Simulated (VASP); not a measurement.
# BN (R3m) in VASP: settings compared

BN is run at these levels: PBE, r2SCAN; tasks: single point.

Everything below comes from runs of VASP 6.6.1. Logs are shortened: lines on timing, memory, paths and dates and some standing lists are left out, and cuts for length are marked.

## (1) The cell of the first run

Symmetry: R3m, No. 160, trigonal system. Conventional cell: a = 2.500 Å, b = 2.500 Å, c = 9.760 Å, α = 90.00°, β = 90.00°, γ = 120.00°. B (site symmetry 3m) has 3 N at 1.44 Å within 1.9 Å. Within 1.9 Å of N (site symmetry 3m) lie 3 B at 1.44 Å.

## (2) Single point, PBE

Contents of INCAR:

```
  PREC = Accurate
  ENCUT = 520
  EDIFF = 1E-6
  ISMEAR = 0
  SIGMA = 0.01
  LREAL = False
  LASPH = True
  NELM = 100
  ALGO = Normal
  ISIF = 2
  LWAVE = False
  LCHARG = True
  GGA = PE
  LELF = True
  LVHAR = True
  NBANDS = 11
```

Contents of KPOINTS:

```
regular mesh
0
Gamma
  12 12 12
```

Contents of POSCAR:

```
BN
1.0
    1.2501241111      0.7217594921      3.2533304074
   -1.2501241111      0.7217594921      3.2533304074
    0.0000000000     -1.4435189842      3.2533304074
B N
1 1
Direct
    0.9996880824      0.9996880824      0.9996880824
    0.3327449176      0.3327449176      0.3327449176
```

Potentials or basis: VASP PAW PBE potentials, release 64 (B, N).

Launch:

```bash
> cat potpaw_PBE.64/B/POTCAR potpaw_PBE.64/N/POTCAR > POTCAR
> mpirun -np 1 vasp_std > vasp.out
```

OUTCAR:

```text
PREC = Accurate
   ENCUT = 520
   EDIFF = 1E-6
   ISMEAR = 0
   LREAL = False
   LASPH = True
   NELM = 100
   ISIF = 2
   GGA = PE

 ion  position               nearest neighbor table
   1  1.000  1.000  1.000-   2 1.44   2 1.44   2 1.44
   2  0.333  0.333  0.333-   1 1.44   1 1.44   1 1.44

  LATTYP: Found a trigonal (rhomboedric) cell.
 ALAT       =     3.5592001626
 COS(alpha) =     0.7532646172

  Lattice vectors:

 A1 = (   1.2501241111,   0.7217594921,   3.2533304074)
 A2 = (  -1.2501241111,   0.7217594921,   3.2533304074)
 A3 = (   0.0000000000,  -1.4435189842,   3.2533304074)

Analysis of symmetry for initial positions (statically):
=====================================================================
 Subroutine PRICEL returns:
 Original cell was already a primitive cell.

 Routine SETGRP: Setting up the symmetry group for a
 trigonal (rhombohedral) supercell.

 Subroutine GETGRP returns: Found  6 space group operations
 (whereof  6 operations were pure point group operations)
 out of a pool of 12 trial point group operations.

The static configuration has the point symmetry C_3v.

Analysis of symmetry for dynamics (positions and initial velocities):
=====================================================================
 Subroutine PRICEL returns:
 Original cell was already a primitive cell.

 Routine SETGRP: Setting up the symmetry group for a
 trigonal (rhombohedral) supercell.

 Subroutine GETGRP returns: Found  6 space group operations
 (whereof  6 operations were pure point group operations)
 out of a pool of 12 trial point group operations.

The dynamic configuration has the point symmetry C_3v.

 Subroutine INISYM returns: Found  6 space group operations
 (whereof  6 operations are pure point group operations),
 and found     1 'primitive' translations

----------------------------------------------------------------------------------------

                                     Primitive cell

  volume of cell :      17.6127

  direct lattice vectors                    reciprocal lattice vectors
     1.250124111  0.721759492  3.253330407     0.399960288  0.230917180  0.102459109
    -1.250124111  0.721759492  3.253330407    -0.399960288  0.230917180  0.102459109
     0.000000000 -1.443518984  3.253330407     0.000000000 -0.461834360  0.102459109

  length of vectors
     3.559200163  3.559200163  3.559200163     0.473063257  0.473063257  0.473063257

  position of ions in fractional coordinates (direct lattice)
     0.999688082  0.999688082  0.999688082
[... 80 lines left out ...]
   EDIFFG = 0.1E-04   stopping-criterion for IOM
   NSW    =      0    number of steps for IOM
   IBRION =     -1    ionic relax: 0-MD 1-quasi-New 2-CG
   NFREE  =      0    steps in history (QN), initial steepest desc. (CG)
   ISIF   =      2    stress and relaxation
   ISYM   =      2    0-nonsym 1-usesym 2-fastsym
   POTIM  = 0.5000    time-step for ionic-motion
   TEBEG  =    0.0;   TEEND  =   0.0 temperature during run
   PSTRESS=    0.0 pullay stress
   NELECT =       8.0000    total number of electrons
   NUPDOWN=      -1.0000    fix difference up-down
   EMIN   =  10.00;   EMAX   =-10.00  energy-range for DOS
   EFERMI =   0.00;   METHOD = LEGACY
   ISMEAR =     0;   SIGMA  =   0.01  broadening in eV -4-tet -1-fermi 0-gaus
   EFERMI_NEDOS =   21; number of points for ismear=-14 and -15
   IALGO  =     38    algorithm
   IMIX   =      4    mixing-type and parameters
     AMIX     =   0.40;   BMIX     =  1.00
     AMIX_MAG =   1.60;   BMIX_MAG =  1.00
  volume/ion in A,a.u.               =       8.81        59.43
  Fermi-wavevector in a.u.,A,eV,Ry     =   1.258432  2.378092 21.546887  1.583651
  Thomas-Fermi vector in A             =   2.392042
   LORBIT       =      0    0 simple, 1 ext, 2 COOP (PROOUT), +10 PAW based schemes
   GGA     = PE    functional components
   LHFCALC =     F    Hartree Fock is set to
   AEXX    =    0.0000 exact exchange contribution
   IVDW    =     0    specifies the selected vdW correction
   LEPSILON=     F    determine dielectric tensor
   LRPA    =     F    only Hartree local field effects (RPA)
 non-spin polarized calculation
 Gauss-broadening in eV      SIGMA  =   0.01
  energy-cutoff  :      520.00
  volume of cell :       17.61
 maximum number of plane-waves:       499
   NGX = 13   NGY = 13   NGZ = 13

 number of electron       8.0000001 magnetization

 Free energy of the ion-electron system (eV)
  ---------------------------------------------------
  ext. energy  EPLUGINS =         0.00000000
  ---------------------------------------------------
  free energy    TOTEN  =       -17.56809803 eV

  energy without entropy =      -17.56809803  energy(sigma->0) =      -17.56809803

 E-fermi :   2.5028     XC(G=0): -10.2242

 val. band max:        2.4255819308   @ k =  -0.3333   0.2500   0.0000
 cond. band min:       6.6425907443   @ k =   0.5000   0.5000   0.0000
 fundamental gap:      4.2170088135
 Fermi energy:         2.5028420668

 k-point     1 :       0.0000    0.0000    0.0000
  band No.  band energies     occupation
      1     -15.3951      2.00000
      2      -1.5466      2.00000
      3       1.1588      2.00000
      4       1.1588      2.00000
      5       7.8277      0.00000
      6      14.1487      0.00000
      7      14.1487      0.00000
      8      15.6700      0.00000
      9      17.4099      0.00000
     10      28.4771      0.00000
     11      31.2647      0.00000
[... 309 lines left out ...]
 k-point    24 :      -0.4167    0.1667   -0.0000
  band No.  band energies     occupation
      1     -11.9111      2.00000
      2      -6.1848      2.00000
      3      -2.9676      2.00000
      4       2.1535      2.00000
      5       7.6608      0.00000
      6      14.0277      0.00000
      7      16.1694      0.00000
      8      17.0069      0.00000
      9      20.5757      0.00000
     10      23.6035      0.00000
     11      26.0139      0.00000

 [... further k-points ...]
[... 5 lines left out ...]
  --------------------------------------------------------------------------------------
  -------------------------------------------------------------------------------------
  Total        0.5926412      0.5926412      0.3800621      0.0000000      0.0000000     -0.0000000
  in kB       53.9109998     53.9109998     34.5732397      0.0000000      0.0000000     -0.0000000
  external PRESSURE =      47.4650798 kB  Pullay stress =       0.0000000 kB

 VOLUME and BASIS-vectors are now :
 -----------------------------------------------------------------------------
  energy-cutoff  :      520.00
  volume of cell :       17.61
      direct lattice vectors                 reciprocal lattice vectors
     1.250124111  0.721759492  3.253330407     0.399960288  0.230917180  0.102459109
    -1.250124111  0.721759492  3.253330407    -0.399960288  0.230917180  0.102459109
     0.000000000 -1.443518984  3.253330407     0.000000000 -0.461834360  0.102459109

 POSITION                                       TOTAL-FORCE (eV/Angst)
 -----------------------------------------------------------------------------------
      0.00000      0.00000      9.75695         0.000000      0.000000      0.008200
      0.00000      0.00000      3.24759         0.000000     -0.000000     -0.008200
 -----------------------------------------------------------------------------------
    total drift:                                0.000000     -0.000000      0.000092

  FREE ENERGIE OF THE ION-ELECTRON SYSTEM (eV)
  ---------------------------------------------------
  free  energy   TOTEN  =       -17.5680980288 eV

  energy  without entropy=      -17.5680980288  energy(sigma->0) =      -17.56809803
```

stdout:

```text
POSCAR found type information on POSCAR B N
 POSCAR found :  2 types and       2 ions
 scaLAPACK will be used
 LDA part: xc-table for (Slater+PW92), standard interpolation
 POSCAR, INCAR and KPOINTS ok, starting setup
 FFT: planning ... GRIDC
 FFT: planning ... GRID_SOFT
 FFT: planning ... GRID
 WAVECAR not read
 entering main loop
```

Wall time 28 s (1 thread of Intel Xeon Platinum 8488C (Sapphire Rapids), shared host); peak memory 0.17 GiB.

Results:

```
Free energy            : -17.5681 eV
Pressure               : 4.7 GPa
Largest force          : 0.008 eV/Å
Band gap on the k mesh : 4.22 eV (least direct gap 4.71 eV)
```

Forces on the atoms (eV/Å):
```
B    0.000  0.000  0.008
N    0.000  0.000 -0.008
```

Caveat: the cell stands under pressure. A k mesh can miss the band edges.

## (3) Single point, r2SCAN

POSCAR is that of step 2.

Contents of INCAR.step1:

```
PREC     = Accurate       # precision mode
ENCUT    = 520            # plane-wave cutoff, eV
ISMEAR   = 0              # smearing method
SIGMA    = 0.01           # smearing width, eV
LREAL    = F              # projectors in reciprocal space
LASPH    = T              # aspherical terms in the spheres
NELM     = 60             # most SCF steps
NBANDS   = 11             # bands
GGA      = PE             # functional
ALGO     = Normal         # electronic algorithm
EDIFF    = 1E-4           # SCF threshold, eV
LWAVE    = T              # write WAVECAR
LCHARG   = F              # write CHGCAR
```

Contents of INCAR.step2:

```
PREC     = Accurate       # precision mode
ENCUT    = 520            # plane-wave cutoff, eV
EDIFF    = 1E-7           # SCF threshold, eV
ISMEAR   = 0              # smearing method
SIGMA    = 0.01           # smearing width, eV
LREAL    = F              # projectors in reciprocal space
LASPH    = T              # aspherical terms in the spheres
NELM     = 60             # most SCF steps
ALGO     = Normal         # electronic algorithm
ISIF     = 2              # what is computed and relaxed
LWAVE    = F              # write WAVECAR
LCHARG   = F              # write CHGCAR
METAGGA  = R2SCAN         # meta-GGA
LMIXTAU  = T            
NBANDS   = 11             # bands
ISTART   = 1
```

KPOINTS is that of step 2.

Potentials or basis: VASP PAW PBE potentials, release 64 (B, N).

Launch:

```bash
> cat potpaw_PBE.64/B/POTCAR potpaw_PBE.64/N/POTCAR > POTCAR
> cp INCAR.step1 INCAR
> mpirun -np 1 vasp_std > vasp.out
> cp INCAR.step2 INCAR
> mpirun -np 1 vasp_std > vasp.out
```

Wall time 2.3 min (1 thread of Intel Xeon Platinum 8488C (Sapphire Rapids), shared host); peak memory 0.18 GiB.

It converged, with:

- Free energy: -19.2939 eV
- Pressure: 1.1 GPa
- Band gap on the k mesh: 4.76 eV (least direct gap 5.41 eV)

Forces in eV/Å, atoms in the order of the input:
```
B    0.000  0.000  0.002
N    0.000  0.000 -0.002
```

Stress tensor (GPa, compression positive):
```
0.92 0.00 0.00
0.00 0.92 0.00
0.00 0.00 1.32
```

Levels at points of the mesh, in eV from the valence-band top:
```csv
k point,band 1,band 2,band 3,band 4,band 5,band 6,band 7,band 8
"(0.00, 0.00, 0.00)",-18.82,-4.07,-1.30,-1.30,5.81,12.47,12.47,14.54
"(0.50, 0.00, 0.00)",-15.51,-9.31,-4.20,-0.53,6.03,10.74,14.01,16.23
"(0.50, 0.50, 0.00)",-15.41,-9.15,-4.28,-1.24,4.76,10.63,15.44,19.26
"(0.50, 0.50, 0.50)",-18.49,-6.46,-1.32,-1.32,11.35,12.37,12.37,13.34
```

Caveat: the PAW data sets were made with another functional, which shifts forces and pressure a little. A k mesh can miss the band edges.
